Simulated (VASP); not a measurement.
Zr3S2: relaxation of cell and atoms with PBEsol

Crystal: Zr3S2.

```
CELL_PARAMETERS angstrom
2.90254 1.67578 3.48777
-2.90254 1.67578 3.48777
0.00000 -3.35156 3.48777
ATOMIC_POSITIONS crystal
Zr 0.83873 0.50000 0.16127
Zr 0.50000 0.16127 0.83873
Zr 0.16127 0.83873 0.50000
S 0.66502 0.66502 0.66502
S 0.33498 0.33498 0.33498
```

```yaml
Program: VASP 6.6.1
Task: relaxation of cell and atoms
Functional: PBEsol
Potentials_or_basis: VASP PAW PBE potentials, release 64 (Zr_sv, S)
Cutoff: 600 eV
k_mesh: 6 × 6 × 6
Occupations: fermi-dirac, width 0.05 eV
Spin: no spin polarisation
Target_pressure: 20 GPa
Dipole_correction: no
Further_INCAR_settings: ALGO = Normal; EDIFF = 1e-06; IBRION = 2; EDIFFG = -0.01; NSW = 60; ISIF = 3
```

The relaxed volume is 17.25 Å³/atom and the relaxed cell is a = 4.592 Å, b = 4.592 Å, c = 4.592 Å, α = 73.03°, β = 73.03°, γ = 73.03°. The space group after relaxing (to 0.1 Å) is R32 (No. 155). The energy change on relaxing (the run minimises the enthalpy) is +115.9 meV/atom. The ionic steps are 13. The pressure after relaxing is 20.0 GPa and the largest force after relaxing is 0.009 eV/Å. The band gap on the k mesh is zero (bands 24 and 25 overlap by 0.41 eV).

Forces on the atoms (eV/Å):
```
Zr   0.005  0.008  0.000
Zr   0.005 -0.008  0.000
Zr  -0.009  0.000  0.000
S    0.000  0.000  0.000
S    0.000  0.000  0.000
```

Step by step:
```tsv
step	energy change (eV)	largest force (eV/Å)	pressure (GPa)	volume (Å³)
1	0.0000	0.1265	-4.94	101.79
2	11.4595	3.1695	149.39	61.87
3	0.3565	0.3400	15.99	88.52
4	0.4926	0.4046	18.85	87.27
5	0.5493	0.4298	19.96	86.80
6	0.5555	0.2809	19.93	86.57
7	0.5682	0.3872	19.95	86.45
8	0.5803	0.0984	20.07	86.28
9	0.5846	0.0489	20.10	86.24
10	0.5694	0.0202	19.82	86.35
11	0.5642	0.0099	19.71	86.39
12	0.6120	0.0070	20.62	86.01
13	0.5795	0.0092	20.01	86.27
```

Final structure:
```cif
data_structure
_symmetry_space_group_name_H-M 'P 1'
_symmetry_Int_Tables_number 1
_cell_length_a 4.5916
_cell_length_b 4.5916
_cell_length_c 4.5916
_cell_angle_alpha 73.034
_cell_angle_beta 73.034
_cell_angle_gamma 73.034
_cell_volume 86.27
loop_
_atom_site_label
_atom_site_type_symbol
_atom_site_fract_x
_atom_site_fract_y
_atom_site_fract_z
_atom_site_occupancy
Zr1 Zr 0.84557 0.50000 0.15443 1
Zr2 Zr 0.50000 0.15443 0.84557 1
Zr3 Zr 0.15443 0.84557 0.50000 1
S1 S 0.66152 0.66152 0.66152 1
S2 S 0.33848 0.33848 0.33848 1
```

Levels at points of the mesh, in eV from the Fermi level:
| k point | band 20 | band 21 | band 22 | band 23 | band 24 | band 25 | band 26 | band 27 | band 28 |
| --- | --- | --- | --- | --- | --- | --- | --- | --- | --- |
| (0.00, 0.00, 0.00) | -4.17 | -2.92 | -2.38 | 0.15 | 0.15 | 0.75 | 0.75 | 2.30 | 3.30 |
| (0.50, 0.00, 0.00) | -3.80 | -1.46 | -1.36 | -1.13 | -0.82 | 0.02 | 0.93 | 1.99 | 2.20 |
| (0.50, 0.50, 0.00) | -3.81 | -2.40 | -1.52 | -0.92 | -0.38 | -0.26 | 1.07 | 2.17 | 2.30 |
| (0.50, 0.50, 0.50) | -4.65 | -0.84 | -0.58 | -0.28 | -0.28 | 0.30 | 0.30 | 1.28 | 1.28 |

Run time: 27 min on 1 thread of Intel Xeon 8259CL (shared host), peak memory 0.32 GiB.

Caveat: the cell is relaxed towards a set pressure, so the run minimises the enthalpy, not the energy; the volume moved by over 15 % at a fixed basis, so the end points are rough; the PAW data sets were made with another functional, which shifts forces and pressure a little.
